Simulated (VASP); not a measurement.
# Ir (P6_3/mmc) in VASP: a series of runs

Ir is run at these levels: LDA; tasks: single point.

Everything below comes from runs of VASP 6.6.1. Logs are shortened: lines on timing, memory, paths and dates and some standing lists are left out, and cuts for length are marked.

### Step 1. The cell of the first run

It takes space group P6_3/mmc (No. 194, hexagonal). The conventional cell has a = 2.788 Å, b = 2.788 Å, c = 4.521 Å, α = 90.00°, β = 90.00°, γ = 120.00°. Ir (site symmetry -6m2) has 12 Ir at 2.77 to 2.79 Å within 3.7 Å.

### Step 2. Single point, LDA

INCAR reads:

```
SYSTEM = Ir
  PREC = Accurate
  ENCUT = 520
  EDIFF = 1E-6
  ISMEAR = 0
  SIGMA = 0.1
  LREAL = .FALSE.
  LASPH = .TRUE.
  NELM = 60
  ALGO = Normal
  ISIF = 2
  LWAVE = .FALSE.
  LCHARG = .FALSE.
  NBANDS = 16
```

KPOINTS reads:

```
regular mesh
0
G
  12 12 7
  0 0 0
```

POSCAR reads:

```
Ir
1.0
    2.7875844942      0.0000000000      0.0000000000
   -1.3937922471      2.4141187405      0.0000000000
    0.0000000000      0.0000000000      4.5210110761
Ir
2
Direct
    0.6666666667      0.3333333333      0.7500000000
    0.3333333333      0.6666666667      0.2500000000
```

Potentials or basis: VASP PAW LDA potentials, release 64 (Ir).

Run with:

```console
$ cat potpaw_LDA.64/Ir/POTCAR > POTCAR
$ mpirun -np 1 vasp_std > vasp.out
```

OUTCAR:

```text
SYSTEM = Ir
   PREC = Accurate
   ENCUT = 520
   EDIFF = 1E-6
   ISMEAR = 0
   LREAL = .FALSE.
   LASPH = .TRUE.
   NELM = 60
   ISIF = 2

 ion  position               nearest neighbor table
   1  0.667  0.333  0.750-   2 2.77   2 2.77   2 2.77   2 2.77   2 2.77   2 2.77
   2  0.333  0.667  0.250-   1 2.77   1 2.77   1 2.77   1 2.77   1 2.77   1 2.77

  LATTYP: Found a hexagonal cell.
 ALAT       =     2.7875844942
 C/A-ratio  =     1.6218382207

  Lattice vectors:

 A1 = (   2.7875844942,   0.0000000000,   0.0000000000)
 A2 = (  -1.3937922471,   2.4141187405,   0.0000000000)
 A3 = (   0.0000000000,   0.0000000000,   4.5210110761)

Analysis of symmetry for initial positions (statically):
=====================================================================
 Subroutine PRICEL returns:
 Original cell was already a primitive cell.

 Routine SETGRP: Setting up the symmetry group for a
 hexagonal supercell.

 Subroutine GETGRP returns: Found 24 space group operations
 (whereof 12 operations were pure point group operations)
 out of a pool of 24 trial point group operations.

The static configuration has the point symmetry D_3d.
 The point group associated with its full space group is D_6h.

Analysis of symmetry for dynamics (positions and initial velocities):
=====================================================================
 Subroutine PRICEL returns:
 Original cell was already a primitive cell.

 Routine SETGRP: Setting up the symmetry group for a
 hexagonal supercell.

 Subroutine GETGRP returns: Found 24 space group operations
 (whereof 12 operations were pure point group operations)
 out of a pool of 24 trial point group operations.

The dynamic configuration has the point symmetry D_3d.
 The point group associated with its full space group is D_6h.

 Subroutine INISYM returns: Found 24 space group operations
 (whereof 12 operations are pure point group operations),
 and found     1 'primitive' translations

----------------------------------------------------------------------------------------

                                     Primitive cell

  volume of cell :      30.4244

  direct lattice vectors                    reciprocal lattice vectors
     2.787584494  0.000000000  0.000000000     0.358733521  0.207114916  0.000000000
    -1.393792247  2.414118741  0.000000000     0.000000000  0.414229832  0.000000000
     0.000000000  0.000000000  4.521011076     0.000000000  0.000000000  0.221189460

  length of vectors
     2.787584494  2.787584281  4.521011076     0.414229800  0.414229832  0.221189460

  position of ions in fractional coordinates (direct lattice)
     0.666666667  0.333333333  0.750000000
     0.333333333  0.666666667  0.250000000

  ion indices of the primitive-cell ions
   primitive index   ion index
                 1           1
                 2           2

----------------------------------------------------------------------------------------

 KPOINTS: regular mesh

Automatic generation of k-mesh.
 Grid dimensions read from file:
 generate k-points for:   12   12    7

 Generating k-lattice:

  Cartesian coordinates                     Fractional coordinates (reciprocal lattice)
     0.029894460  0.017259576  0.000000000     0.083333333  0.000000000  0.000000000
     0.000000000  0.034519153  0.000000000     0.000000000  0.083333333  0.000000000
     0.000000000  0.000000000  0.031598494     0.000000000  0.000000000  0.142857143

  Length of vectors
     0.034519150  0.034519153  0.031598494

  Shift w.r.t. Gamma in fractional coordinates (k-lattice)
     0.000000000  0.000000000  0.000000000

 Subroutine IBZKPT returns following result:
 ===========================================

 Found     76 irreducible k-points:

 Following reciprocal coordinates:
            Coordinates               Weight
  0.000000  0.000000  0.000000      1.000000
  0.083333 -0.000000  0.000000      6.000000
  0.166667 -0.000000  0.000000      6.000000
  0.250000 -0.000000  0.000000      6.000000
  0.333333 -0.000000  0.000000      6.000000
  0.416667 -0.000000  0.000000      6.000000
[... 16 lines left out ...]
  0.250000 -0.000000  0.142857     12.000000
  0.333333 -0.000000  0.142857     12.000000
 [... further k-points ...]
   k-points           NKPTS =     76   k-points in BZ     NKDIM =     76   number of bands    NBANDS=     16
   number of dos      NEDOS =    301   number of ions     NIONS =      2
   total plane-waves  NPLWV =  20736
   dimension x,y,z NGX =    24 NGY =   24 NGZ =   36
   dimension x,y,z NGXF=    48 NGYF=   48 NGZF=   72
   ions per type =               2
   NGX,Y,Z   is equivalent  to a cutoff of  14.31, 14.31, 13.24 a.u.
   NGXF,Y,Z  is equivalent  to a cutoff of  28.63, 28.63, 26.48 a.u.
 SYSTEM =  Ir
   PREC   = accura    normal or accurate (medium, high low for compatibility)
   ISTART =      0    job   : 0-new  1-cont  2-samecut
   ICHARG =      2    charge: 1-file 2-atom 10-const
   ISPIN  =      1    spin polarized calculation?
   LNONCOLLINEAR =      F non collinear calculations
   LSORBIT =      F    spin-orbit coupling
   LASPH  =      T    aspherical Exc in radial PAW
   ENCUT  =  520.0 eV  38.22 Ry    6.18 a.u.   5.18  5.18  8.41*2*pi/ulx,y,z
   NELM   =     60;   NELMIN=  2; NELMDL= -5     # of ELM steps
   EDIFF  = 0.1E-05   stopping-criterion for ELM
   LREAL  =      F    real-space projection
   EDIFFG = 0.1E-04   stopping-criterion for IOM
   NSW    =      0    number of steps for IOM
   IBRION =     -1    ionic relax: 0-MD 1-quasi-New 2-CG
   NFREE  =      0    steps in history (QN), initial steepest desc. (CG)
   ISIF   =      2    stress and relaxation
   ISYM   =      2    0-nonsym 1-usesym 2-fastsym
   POTIM  = 0.5000    time-step for ionic-motion
   TEBEG  =    0.0;   TEEND  =   0.0 temperature during run
   PSTRESS=    0.0 pullay stress
   NELECT =      18.0000    total number of electrons
   NUPDOWN=      -1.0000    fix difference up-down
   EMIN   =  10.00;   EMAX   =-10.00  energy-range for DOS
   EFERMI =   0.00;   METHOD = LEGACY
   ISMEAR =     0;   SIGMA  =   0.10  broadening in eV -4-tet -1-fermi 0-gaus
   EFERMI_NEDOS =   21; number of points for ismear=-14 and -15
   IALGO  =     38    algorithm
   IMIX   =      4    mixing-type and parameters
     AMIX     =   0.40;   BMIX     =  1.00
     AMIX_MAG =   1.60;   BMIX_MAG =  1.00
  volume/ion in A,a.u.               =      15.21       102.66
  Fermi-wavevector in a.u.,A,eV,Ry     =   1.374332  2.597110 25.698518  1.888788
  Thomas-Fermi vector in A             =   2.499768
   LORBIT       =      0    0 simple, 1 ext, 2 COOP (PROOUT), +10 PAW based schemes
   GGA     = CA    functional components
   LHFCALC =     F    Hartree Fock is set to
   AEXX    =    0.0000 exact exchange contribution
   IVDW    =     0    specifies the selected vdW correction
   LEPSILON=     F    determine dielectric tensor
   LRPA    =     F    only Hartree local field effects (RPA)
 non-spin polarized calculation
 Gauss-broadening in eV      SIGMA  =   0.10
  energy-cutoff  :      520.00
  volume of cell :       30.42
 maximum number of plane-waves:       834
 NGX is ok and might be reduce to    24
   NGX = 11   NGY = 11   NGZ = 17

 number of electron      18.0000001 magnetization

 Free energy of the ion-electron system (eV)
  ---------------------------------------------------
  ext. energy  EPLUGINS =         0.00000000
  ---------------------------------------------------
  free energy    TOTEN  =       -20.28735679 eV

  energy without entropy =      -20.27662937  energy(sigma->0) =      -20.28199308

 E-fermi :   9.2083     XC(G=0): -13.7232

 val. band max:        9.2070556208   @ k =   0.3333   0.0833   0.0000
 cond. band min:       9.2366030416   @ k =   0.2500   0.0833   0.4286
 fundamental gap:      0.0295474208
 Fermi energy:         9.2082872298

 k-point     1 :       0.0000    0.0000    0.0000
  band No.  band energies     occupation
      1      -1.2695      2.00000
      2       1.7256      2.00000
      3       5.6190      2.00000
      4       5.7229      2.00000
      5       5.7229      2.00000
      6       6.3075      2.00000
[... 8 lines left out ...]
     15      25.6117      0.00000
     16      26.5404      0.00000

 k-point     2 :       0.0833   -0.0000    0.0000
  band No.  band energies     occupation
      1      -1.0178      2.00000
      2       1.9475      2.00000
      3       5.2762      2.00000
      4       5.9297      2.00000
      5       6.0122      2.00000
      6       6.1906      2.00000
[... 8 lines left out ...]
     15      25.9345      0.00000
     16      26.8483      0.00000

 k-point     3 :       0.1667   -0.0000    0.0000
  band No.  band energies     occupation
      1      -0.3066      2.00000
      2       2.5029      2.00000
      3       4.8438      2.00000
      4       5.6324      2.00000
      5       5.8203      2.00000
      6       6.5288      2.00000
[... 8 lines left out ...]
     15      26.3977      0.00000
     16      26.4898      0.00000

 k-point     4 :       0.2500   -0.0000    0.0000
  band No.  band energies     occupation
      1       0.7067      2.00000
      2       2.9130      2.00000
      3       4.5170      2.00000
      4       4.7402      2.00000
      5       5.5914      2.00000
      6       6.1262      2.00000
[... 8 lines left out ...]
     15      24.5334      0.00000
     16      25.1280      0.00000

 k-point     5 :       0.3333   -0.0000    0.0000
  band No.  band energies     occupation
      1       1.6780      2.00000
      2       2.7594      2.00000
      3       3.6687      2.00000
      4       5.0941      2.00000
      5       5.7771      2.00000
      6       5.8888      2.00000
[... 8 lines left out ...]
     15      22.5238      0.00000
     16      23.9014      0.00000

 k-point     6 :       0.4167   -0.0000    0.0000
  band No.  band energies     occupation
      1       2.2055      2.00000
      2       2.4922      2.00000
      3       3.1439      2.00000
      4       5.5459      2.00000
      5       5.6628      2.00000
      6       6.0460      2.00000
[... 8 lines left out ...]
     15      20.9642      0.00000
     16      21.5566      0.00000

 k-point     7 :       0.5000   -0.0000    0.0000
  band No.  band energies     occupation
      1       2.3363      2.00000
      2       2.3776      2.00000
      3       2.9665      2.00000
      4       5.4654      2.00000
      5       5.9704      2.00000
      6       6.0748      2.00000
[... 8 lines left out ...]
     15      19.6102      0.00000
     16      20.3425      0.00000

 k-point     8 :       0.0833    0.0833    0.0000
  band No.  band energies     occupation
      1      -0.5341      2.00000
      2       2.3493      2.00000
      3       4.9201      2.00000
      4       5.9598      2.00000
      5       6.0301      2.00000
      6       6.2975      2.00000
[... 8 lines left out ...]
     15      26.0682      0.00000
     16      26.4917      0.00000

 k-point     9 :       0.1667    0.0833    0.0000
  band No.  band energies     occupation
      1       0.3475      2.00000
      2       2.9350      2.00000
      3       4.5337      2.00000
      4       4.9517      2.00000
      5       5.6816      2.00000
      6       6.0326      2.00000
[... 8 lines left out ...]
     15      24.2405      0.00000
     16      25.9514      0.00000
[... 172 lines left out ...]
 k-point    19 :       0.3333    0.3333    0.0000
  band No.  band energies     occupation
      1       3.0376      2.00000
      2       3.8532      2.00000
      3       3.8532      2.00000
      4       4.5629      2.00000
      5       5.3684      2.00000
      6       5.3684      2.00000
[... 8 lines left out ...]
     15      22.0632      0.00000
     16      22.0632      0.00000

 k-point    20 :       0.0000    0.0000    0.1429
  band No.  band energies     occupation
      1      -1.0566      2.00000
      2       1.7277      2.00000
      3       5.5253      2.00000
      4       5.6346      2.00000
      5       5.6346      2.00000
      6       6.2028      2.00000
[... 8 lines left out ...]
     15      25.9489      0.00000
     16      26.3499      0.00000

 k-point    21 :       0.0833   -0.0000    0.1429
  band No.  band energies     occupation
      1      -0.8087      2.00000
      2       1.9569      2.00000
      3       5.2757      2.00000
      4       5.7595      2.00000
      5       5.8159      2.00000
      6       5.9629      2.00000
[... 8 lines left out ...]
     15      26.2539      0.00000
     16      26.5993      0.00000

 k-point    22 :       0.1667   -0.0000    0.1429
  band No.  band energies     occupation
      1      -0.1141      2.00000
      2       2.5375      2.00000
      3       4.8843      2.00000
      4       5.2244      2.00000
      5       5.7002      2.00000
      6       6.2198      2.00000
[... 8 lines left out ...]
     15      25.7273      0.00000
     16      26.4884      0.00000

 k-point    23 :       0.2500   -0.0000    0.1429
  band No.  band energies     occupation
      1       0.8489      2.00000
      2       2.9826      2.00000
      3       4.3456      2.00000
      4       4.7907      2.00000
      5       5.3928      2.00000
      6       6.1787      2.00000
[... 8 lines left out ...]
     15      24.8444      0.00000
     16      25.0743      0.00000

 k-point    24 :       0.3333   -0.0000    0.1429
  band No.  band energies     occupation
      1       1.6874      2.00000
      2       2.8330      2.00000
      3       3.7592      2.00000
      4       4.7482      2.00000
      5       5.8305      2.00000
      6       5.9030      2.00000
[... 8 lines left out ...]
     15      22.9431      0.00000
     16      23.6169      0.00000

 [... further k-points ...]
[... 5 lines left out ...]
  --------------------------------------------------------------------------------------
  -------------------------------------------------------------------------------------
  Total       -5.2220345     -5.2220334     -5.0800149      0.0000000      0.0000000      0.0000000
  in kB     -274.9970794   -274.9970232   -267.5181980      0.0000000      0.0000000      0.0000000
  external PRESSURE =    -272.5041002 kB  Pullay stress =       0.0000000 kB

 VOLUME and BASIS-vectors are now :
 -----------------------------------------------------------------------------
  energy-cutoff  :      520.00
  volume of cell :       30.42
      direct lattice vectors                 reciprocal lattice vectors
     2.787584494  0.000000000  0.000000000     0.358733521  0.207114916  0.000000000
    -1.393792247  2.414118741  0.000000000     0.000000000  0.414229832  0.000000000
     0.000000000  0.000000000  4.521011076     0.000000000  0.000000000  0.221189460

 POSITION                                       TOTAL-FORCE (eV/Angst)
 -----------------------------------------------------------------------------------
      1.39379      0.80471      3.39076        -0.000000     -0.000000      0.000000
     -0.00000      1.60941      1.13025         0.000000      0.000000      0.000000
 -----------------------------------------------------------------------------------
    total drift:                                0.000000     -0.000000     -0.000000

  FREE ENERGIE OF THE ION-ELECTRON SYSTEM (eV)
  ---------------------------------------------------
  free  energy   TOTEN  =       -20.2873567890 eV

  energy  without entropy=      -20.2766293659  energy(sigma->0) =      -20.28199308
```

Run time: 56 s. Hardware: 1 thread of Intel Xeon 6975P-C, shared host; peak memory 0.16 GiB.

Results:

```
Free energy            : -20.2874 eV
Pressure               : -27.3 GPa
Band gap on the k mesh : zero (band 9 reaches 10.02 eV, above the bottom of band 10 at 7.06 eV)
```

Stress tensor (GPa, compression positive):
```
-27.50   0.00   0.00
  0.00 -27.50   0.00
  0.00   0.00 -26.75
```

Levels at points of the mesh, in eV from the Fermi level:
| k point | band 5 | band 6 | band 7 | band 8 | band 9 | band 10 | band 11 | band 12 | band 13 | band 14 |
| --- | --- | --- | --- | --- | --- | --- | --- | --- | --- | --- |
| (0.00, 0.00, 0.00) | -3.49 | -2.90 | -2.90 | -2.18 | -2.18 | -0.61 | 0.21 | 0.21 | 6.39 | 14.34 |
| (0.50, 0.00, 0.00) | -3.24 | -3.13 | -2.73 | 0.59 | 0.82 | 0.96 | 2.68 | 4.04 | 7.80 | 9.75 |

Caveat: spin-orbit coupling is left out, which moves the levels of the heavy elements.

### Step 3. Single point, LDA

This run uses another cell than the first one, of 15.50 Å³/atom, 1.019 times its volume.

INCAR reads:

```
SYSTEM = Ir
PREC = Accurate
ENCUT = 520
EDIFF = 1E-6
ISMEAR = 0
SIGMA = 0.1
LREAL = .FALSE.
LASPH = .TRUE.
NELM = 100
ALGO = Normal
ISIF = 2
LWAVE = .FALSE.
LCHARG = .FALSE.
NBANDS = 16
```

KPOINTS reads:

```
Automatic mesh
0
G
  12 12 7
  0 0 0
```

POSCAR reads:

```
Ir
1.0
    2.8053402881      0.0000000000      0.0000000000
   -1.4026701441      2.4294957076      0.0000000000
    0.0000000000      0.0000000000      4.5498081014
Ir
2
Direct
    0.6666666667      0.3333333333      0.7500000000
    0.3333333333      0.6666666667      0.2500000000
```

Potentials or basis: VASP PAW LDA potentials, release 64 (Ir).

Run with:

```console
$ cat potpaw_LDA.64/Ir/POTCAR > POTCAR
$ mpirun -np 1 vasp_std > vasp.out
```

Wall time 55 s (1 thread of Intel Xeon 6975P-C, shared host); peak memory 0.16 GiB.

The run converged. Its results:

* Free energy: -20.1797 eV
* Pressure: -31.8 GPa
* Band gap on the k mesh: zero (band 9 reaches 9.68 eV, above the bottom of band 10 at 6.81 eV)

Stress tensor (GPa, compression positive):
```
-31.99   0.00   0.00
  0.00 -31.99   0.00
  0.00   0.00 -31.43
```

Levels at points of the mesh, in eV from the Fermi level:
```csv
k point,band 6,band 7,band 8,band 9,band 10,band 11,band 12,band 13
"(0.00, 0.00, 0.00)",-2.81,-2.81,-2.11,-2.11,-0.55,0.21,0.21,6.23
"(0.50, 0.00, 0.00)",-3.04,-2.65,0.56,0.79,0.92,2.62,3.95,7.69
```

Caveat: spin-orbit coupling is left out, which moves the levels of the heavy elements.
